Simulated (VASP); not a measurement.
# Pt (Im-3m) in VASP: further runs

The runs below take Pt through relaxation of cell and atoms, with PBEsol.

All numbers are computed with VASP 6.6.1; they aren't measurements. Logs are shortened: lines on timing, memory, paths and dates and some standing lists are left out, and cuts for length are marked.

## (1) The cell of the first run

It takes space group Im-3m (No. 229, cubic). Conventional cell: a = 3.168 Å, b = 3.168 Å, c = 3.168 Å, α = 90.00°, β = 90.00°, γ = 90.00°. Pt (site symmetry m-3m) has 14 Pt at 2.74 to 3.17 Å within 3.6 Å.

## (2) Relaxation of cell and atoms, PBEsol

File INCAR:

```
SYSTEM = Pt
PREC = Accurate
ENCUT = 600
EDIFF = 1E-6
ISMEAR = -1
SIGMA = 0.1
LREAL = .FALSE.
LASPH = .TRUE.
NELM = 60
ALGO = Normal
ISIF = 3
LWAVE = .FALSE.
LCHARG = .FALSE.
GGA = PS
IBRION = 2
NSW = 80
EDIFFG = -0.03
```

File KPOINTS:

```
regular mesh
0
G
  19 19 19
  0 0 0
```

File POSCAR:

```
Pt
1.0
   -1.5842200000      1.5842200000      1.5842200000
    1.5842200000     -1.5842200000      1.5842200000
    1.5842200000      1.5842200000     -1.5842200000
Pt
1
Direct
    0.0000000000      0.0000000000      0.0000000000
```

Potentials or basis: VASP PAW PBE potentials, release 64 (Pt).

Command:

```console
cat potpaw_PBE.64/Pt/POTCAR > POTCAR
mpirun -np 1 vasp_std > vasp.out
```

OUTCAR:

```text
SYSTEM = Pt
   PREC = Accurate
   ENCUT = 600
   EDIFF = 1E-6
   ISMEAR = -1
   LREAL = .FALSE.
   LASPH = .TRUE.
   NELM = 60
   ISIF = 3
   GGA = PS
   IBRION = 2
   NSW = 80
   EDIFFG = -0.03

 ion  position               nearest neighbor table
   1  0.000  0.000  0.000-

  LATTYP: Found a body centered cubic cell.
 ALAT       =     3.1684400000

  Lattice vectors:

 A1 = (  -1.5842200000,   1.5842200000,   1.5842200000)
 A2 = (   1.5842200000,  -1.5842200000,   1.5842200000)
 A3 = (   1.5842200000,   1.5842200000,  -1.5842200000)

Analysis of symmetry for initial positions (statically):
=====================================================================
 Subroutine PRICEL returns:
 Original cell was already a primitive cell.

 Routine SETGRP: Setting up the symmetry group for a
 body centered cubic supercell.

 Subroutine GETGRP returns: Found 48 space group operations
 (whereof 48 operations were pure point group operations)
 out of a pool of 48 trial point group operations.

The static configuration has the point symmetry O_h .

Analysis of symmetry for dynamics (positions and initial velocities):
=====================================================================
 Subroutine PRICEL returns:
 Original cell was already a primitive cell.

 Routine SETGRP: Setting up the symmetry group for a
 body centered cubic supercell.

 Subroutine GETGRP returns: Found 48 space group operations
 (whereof 48 operations were pure point group operations)
 out of a pool of 48 trial point group operations.

The dynamic configuration has the point symmetry O_h .

 Subroutine INISYM returns: Found 48 space group operations
 (whereof 48 operations are pure point group operations),
 and found     1 'primitive' translations

----------------------------------------------------------------------------------------

                                     Primitive cell

  volume of cell :      15.9040

  direct lattice vectors                    reciprocal lattice vectors
    -1.584220000  1.584220000  1.584220000     0.000000000  0.315612731  0.315612731
     1.584220000 -1.584220000  1.584220000     0.315612731  0.000000000  0.315612731
     1.584220000  1.584220000 -1.584220000     0.315612731  0.315612731  0.000000000

  length of vectors
     2.743949530  2.743949530  2.743949530     0.446343804  0.446343804  0.446343804

  position of ions in fractional coordinates (direct lattice)
     0.000000000  0.000000000  0.000000000

  ion indices of the primitive-cell ions
   primitive index   ion index
                 1           1

----------------------------------------------------------------------------------------

 KPOINTS: regular mesh

Automatic generation of k-mesh.
 Grid dimensions read from file:
 generate k-points for:   19   19   19

 Generating k-lattice:

  Cartesian coordinates                     Fractional coordinates (reciprocal lattice)
     0.000000000  0.016611196  0.016611196     0.052631579  0.000000000  0.000000000
     0.016611196  0.000000000  0.016611196     0.000000000  0.052631579  0.000000000
     0.016611196  0.016611196  0.000000000     0.000000000  0.000000000  0.052631579

  Length of vectors
     0.023491779  0.023491779  0.023491779

  Shift w.r.t. Gamma in fractional coordinates (k-lattice)
     0.000000000  0.000000000  0.000000000

 Subroutine IBZKPT returns following result:
 ===========================================

 Found    220 irreducible k-points:

 Following reciprocal coordinates:
            Coordinates               Weight
  0.000000  0.000000  0.000000      1.000000
  0.052632  0.000000  0.000000     12.000000
  0.105263  0.000000  0.000000     12.000000
  0.157895  0.000000  0.000000     12.000000
  0.210526  0.000000  0.000000     12.000000
  0.263158  0.000000  0.000000     12.000000
[... 16 lines left out ...]
  0.263158  0.105263 -0.000000     48.000000
  0.315789  0.105263  0.000000     48.000000
 [... further k-points ...]
   k-points           NKPTS =    220   k-points in BZ     NKDIM =    220   number of bands    NBANDS=      9
   number of dos      NEDOS =    301   number of ions     NIONS =      1
   total plane-waves  NPLWV =  13824
   dimension x,y,z NGX =    24 NGY =   24 NGZ =   24
   dimension x,y,z NGXF=    48 NGYF=   48 NGZF=   48
   ions per type =               1
   NGX,Y,Z   is equivalent  to a cutoff of  14.54, 14.54, 14.54 a.u.
   NGXF,Y,Z  is equivalent  to a cutoff of  29.08, 29.08, 29.08 a.u.
 SYSTEM =  Pt
   PREC   = accura    normal or accurate (medium, high low for compatibility)
   ISTART =      0    job   : 0-new  1-cont  2-samecut
   ICHARG =      2    charge: 1-file 2-atom 10-const
   ISPIN  =      1    spin polarized calculation?
   LNONCOLLINEAR =      F non collinear calculations
   LSORBIT =      F    spin-orbit coupling
   LASPH  =      T    aspherical Exc in radial PAW
   ENCUT  =  600.0 eV  44.10 Ry    6.64 a.u.   5.48  5.48  5.48*2*pi/ulx,y,z
   NELM   =     60;   NELMIN=  2; NELMDL= -5     # of ELM steps
   EDIFF  = 0.1E-05   stopping-criterion for ELM
   LREAL  =      F    real-space projection
   EDIFFG = -.3E-01   stopping-criterion for IOM
   NSW    =     80    number of steps for IOM
   IBRION =      2    ionic relax: 0-MD 1-quasi-New 2-CG
   NFREE  =      1    steps in history (QN), initial steepest desc. (CG)
   ISIF   =      3    stress and relaxation
   ISYM   =      2    0-nonsym 1-usesym 2-fastsym
   POTIM  = 0.5000    time-step for ionic-motion
   TEBEG  =    0.0;   TEEND  =   0.0 temperature during run
   PSTRESS=    0.0 pullay stress
   NELECT =      10.0000    total number of electrons
   NUPDOWN=      -1.0000    fix difference up-down
   EMIN   =  10.00;   EMAX   =-10.00  energy-range for DOS
   EFERMI =   0.00;   METHOD = LEGACY
   ISMEAR =    -1;   SIGMA  =   0.10  broadening in eV -4-tet -1-fermi 0-gaus
   EFERMI_NEDOS =   21; number of points for ismear=-14 and -15
   IALGO  =     38    algorithm
   IMIX   =      4    mixing-type and parameters
     AMIX     =   0.40;   BMIX     =  1.00
     AMIX_MAG =   1.60;   BMIX_MAG =  1.00
  volume/ion in A,a.u.               =      15.90       107.33
  Fermi-wavevector in a.u.,A,eV,Ry     =   1.402510  2.650360 26.763132  1.967035
  Thomas-Fermi vector in A             =   2.525265
   LORBIT       =      0    0 simple, 1 ext, 2 COOP (PROOUT), +10 PAW based schemes
   GGA     = PS    functional components
   LHFCALC =     F    Hartree Fock is set to
   AEXX    =    0.0000 exact exchange contribution
   IVDW    =     0    specifies the selected vdW correction
   LEPSILON=     F    determine dielectric tensor
   LRPA    =     F    only Hartree local field effects (RPA)
 conjugate gradient relaxation of ions
 non-spin polarized calculation
  energy-cutoff  :      600.00
  volume of cell :       15.90
 maximum number of plane-waves:       555
 NGX is ok and might be reduce to    24
   NGX = 11   NGY = 11   NGZ = 11

--------------------------------------- Ionic step        1  -------------------------------------------

 number of electron      10.0000000 magnetization

 number of electron       9.9999999 magnetization

 Free energy of the ion-electron system (eV)
  ---------------------------------------------------
  ext. energy  EPLUGINS =         0.00000000
  ---------------------------------------------------
  free energy    TOTEN  =        -6.83932557 eV

  energy without entropy =       -6.79983981  energy(sigma->0) =       -6.81958269

 E-fermi :   9.9076     XC(G=0): -13.3083

 val. band max:        9.9050371746   @ k =  -0.4211  -0.4211   0.0526
 cond. band min:       9.9169767208   @ k =  -0.4737  -0.4737   0.4211
 fundamental gap:      0.0119395462
 Fermi energy:         9.9076106552

 k-point     1 :       0.0000    0.0000    0.0000
  band No.  band energies     occupation
      1       0.4060      2.00000
      2       6.4524      2.00000
      3       6.4524      2.00000
      4       6.4524      2.00000
      5       8.9385      1.99988
      6       8.9385      1.99988
      7      26.9877      0.00000
      8      26.9877      0.00000
      9      26.9877      0.00000

 k-point     2 :       0.0526    0.0000    0.0000
  band No.  band energies     occupation
      1       0.5185      2.00000
      2       6.4082      2.00000
      3       6.4526      2.00000
      4       6.5419      2.00000
      5       8.8804      1.99993
      6       8.9413      1.99987
      7      27.0419      0.00000
      8      27.0789      0.00000
      9      27.1523      0.00000

 k-point     3 :       0.1053    0.0000    0.0000
  band No.  band energies     occupation
      1       0.8477      2.00000
      2       6.2828      2.00000
      3       6.4470      2.00000
      4       6.8070      2.00000
      5       8.7373      1.99998
      6       8.9513      1.99986
      7      27.1355      0.00000
      8      27.2224      0.00000
      9      27.6356      0.00000
[... 335 lines left out ...]
 VOLUME and BASIS-vectors are now :
 -----------------------------------------------------------------------------
  energy-cutoff  :      600.00
  volume of cell :       15.24
      direct lattice vectors                 reciprocal lattice vectors
    -1.561841050  1.561841050  1.561841050     0.000000000  0.320135010  0.320135010
     1.561841050 -1.561841050  1.561841050     0.320135010  0.000000000  0.320135010
     1.561841050  1.561841050 -1.561841050     0.320135010  0.320135010  0.000000000

 POSITION                                       TOTAL-FORCE (eV/Angst)
 -----------------------------------------------------------------------------------
      0.00000     -0.00000      0.00000         0.000000     -0.000000     -0.000000
 -----------------------------------------------------------------------------------
    total drift:                               -0.000000      0.000000      0.000000

  FREE ENERGIE OF THE ION-ELECTRON SYSTEM (eV)
  ---------------------------------------------------
  free  energy   TOTEN  =        -6.8641252906 eV

  energy  without entropy=       -6.8266360671  energy(sigma->0) =       -6.84538068

--------------------------------------- Ionic step        4  -------------------------------------------

 number of electron      10.0000001 magnetization

 Free energy of the ion-electron system (eV)
  ---------------------------------------------------
  ext. energy  EPLUGINS =         0.00000000
  ---------------------------------------------------
  free energy    TOTEN  =        -6.86417308 eV

  energy without entropy =       -6.82675687  energy(sigma->0) =       -6.84546497

 E-fermi :  10.7045     XC(G=0): -13.5684

 val. band max:       10.7033556163   @ k =  -0.4737  -0.4737   0.3684
 cond. band min:      10.7092026640   @ k =  -0.4211  -0.4211   0.0526
 fundamental gap:      0.0058470477
 Fermi energy:        10.7045387628

 k-point     1 :       0.0000    0.0000    0.0000
  band No.  band energies     occupation
      1       0.7424      2.00000
      2       7.0088      2.00000
      3       7.0088      2.00000
      4       7.0088      2.00000
      5       9.6623      1.99994
      6       9.6623      1.99994
      7      27.7743      0.00000
      8      27.7743      0.00000
      9      27.7743      0.00000

 k-point     2 :       0.0526    0.0000    0.0000
  band No.  band energies     occupation
      1       0.8599      2.00000
      2       6.9610      2.00000
      3       7.0085      2.00000
      4       7.1044      2.00000
      5       9.5984      1.99997
      6       9.6653      1.99994
      7      27.8354      0.00000
      8      27.8895      0.00000
      9      27.9497      0.00000

 k-point     3 :       0.1053    0.0000    0.0000
  band No.  band energies     occupation
      1       1.2032      2.00000
      2       6.8254      2.00000
      3       7.0009      2.00000
      4       7.3875      2.00000
      5       9.4419      1.99999
      6       9.6760      1.99993
      7      27.9514      0.00000
      8      28.1082      0.00000
      9      28.4648      0.00000
[... 265 lines left out ...]
 VOLUME and BASIS-vectors are now :
 -----------------------------------------------------------------------------
  energy-cutoff  :      600.00
  volume of cell :       15.22
      direct lattice vectors                 reciprocal lattice vectors
    -1.561026364  1.561026364  1.561026364     0.000000000  0.320302086  0.320302086
     1.561026364 -1.561026364  1.561026364     0.320302086  0.000000000  0.320302086
     1.561026364  1.561026364 -1.561026364     0.320302086  0.320302086  0.000000000

 POSITION                                       TOTAL-FORCE (eV/Angst)
 -----------------------------------------------------------------------------------
      0.00000      3.12205      0.00000         0.000000      0.000000      0.000000
 -----------------------------------------------------------------------------------
    total drift:                               -0.000000     -0.000000      0.000000

  FREE ENERGIE OF THE ION-ELECTRON SYSTEM (eV)
  ---------------------------------------------------
  free  energy   TOTEN  =        -6.8641730752 eV

  energy  without entropy=       -6.8267568650  energy(sigma->0) =       -6.84546497

 reached required accuracy - stopping structural energy minimisation
```

It took 75 s on 1 thread of AMD EPYC 9R45 (Zen 5), shared host; peak memory 0.15 GiB.

What came out:

| Property | Result |
| --- | --- |
| Free energy | -6.8642 eV |
| Relaxed volume | 15.22 Å³/atom |
| Relaxed cell | a = 2.704 Å, b = 2.704 Å, c = 2.704 Å, α = 109.47°, β = 109.47°, γ = 109.47° |
| Space group after relaxing (to 0.05 Å) | Im-3m (No. 229) |
| Energy gained by relaxing | 24.8 meV/atom |
| Ionic steps | 4 |
| Pressure after relaxing | -0.1 GPa |
| Band gap on the k mesh | zero (band 5 reaches 11.73 eV, above the bottom of band 6 at 9.53 eV) |

Step by step:
| step | energy change (eV) | largest force (eV/Å) | pressure (GPa) | volume (Å³) |
| --- | --- | --- | --- | --- |
| 1 | 0.0000 | 0.0000 | -10.92 | 15.90 |
| 2 | 0.1787 | 0.0000 | 44.07 | 13.54 |
| 3 | -0.0248 | 0.0000 | -0.53 | 15.24 |
| 4 | -0.0248 | 0.0000 | -0.10 | 15.22 |

Final structure:
```yaml
crystal:
  lattice:
    - [-1.56103, 1.56103, 1.56103]
    - [1.56103, -1.56103, 1.56103]
    - [1.56103, 1.56103, -1.56103]
  atoms:
    - { symbol: Pt, position: [0.00000, 0.00000, 0.00000] }
```

Levels at points of the mesh, in eV from the Fermi level:
```
           k point  band 1  band 2  band 3  band 4  band 5  band 6  band 7  band 8  band 9
(0.00, 0.00, 0.00)   -9.96   -3.70   -3.70   -3.70   -1.04   -1.04   17.07   17.07   17.07
```

Caveat: the PAW data sets were made with another functional, which shifts forces and pressure a little; spin-orbit coupling is left out, which moves the levels of the heavy elements.

## (3) Relaxation of cell and atoms, PBEsol, target pressure 15 GPa, at which the enthalpy is minimised

File INCAR:

```
PREC = Accurate
ENCUT = 600
EDIFF = 1E-6
ISMEAR = -1
SIGMA = 0.1
LREAL = False
LASPH = True
NELM = 100
ALGO = Normal
ISIF = 3
LWAVE = False
LCHARG = False
GGA = PS
IBRION = 2
NSW = 80
EDIFFG = -0.03
PSTRESS = 150.0
```

File KPOINTS:

```
regular mesh
0
Gamma
  19 19 19
```

POSCAR is that of step 2.

Potentials or basis: VASP PAW PBE potentials, release 64 (Pt).

Command:

```console
cat potpaw_PBE.64/Pt/POTCAR > POTCAR
mpirun -np 1 vasp_std > vasp.out
```

Wall time 92 s (1 thread of AMD EPYC 9R45 (Zen 5), shared host); peak memory 0.16 GiB.

Results (log left out):

| Item | Value |
| --- | --- |
| Free energy | -6.8325 eV |
| Relaxed volume | 14.50 Å³/atom |
| Relaxed cell | a = 2.661 Å, b = 2.661 Å, c = 2.661 Å, α = 109.47°, β = 109.47°, γ = 109.47° |
| Space group after relaxing (to 0.05 Å) | Im-3m (No. 229) |
| Energy change on relaxing (the enthalpy is what falls) | +6.8 meV/atom |
| Ionic steps | 5 |
| Pressure after relaxing | 15.0 GPa |
| Band gap on the k mesh | zero (band 5 reaches 12.75 eV, above the bottom of band 6 at 10.35 eV) |

Step by step:
```tsv
step	energy change (eV)	largest force (eV/Å)	pressure (GPa)	volume (Å³)
1	0.0000	0.0000	-10.92	15.90
2	2.3999	0.0000	245.30	10.69
3	-0.0067	0.0000	11.10	14.67
4	0.0009	0.0000	13.42	14.57
5	0.0068	0.0000	15.03	14.50
```

Final structure:
```yaml
crystal:
  lattice:
    - [-1.53616, 1.53616, 1.53616]
    - [1.53616, -1.53616, 1.53616]
    - [1.53616, 1.53616, -1.53616]
  atoms:
    - { symbol: Pt, position: [0.00000, 0.00000, 0.00000] }
```

Levels at points of the mesh, in eV from the Fermi level:
```
           k point  band 2  band 3  band 4  band 5  band 6  band 7  band 8  band 9
(0.00, 0.00, 0.00)   -3.98   -3.98   -3.98   -1.13   -1.13   17.03   17.03   17.03
```

Caveat: the cell is relaxed towards a set pressure, so the enthalpy falls and the energy may rise; the PAW data sets were made with another functional, which shifts forces and pressure a little; spin-orbit coupling is left out, which moves the levels of the heavy elements.
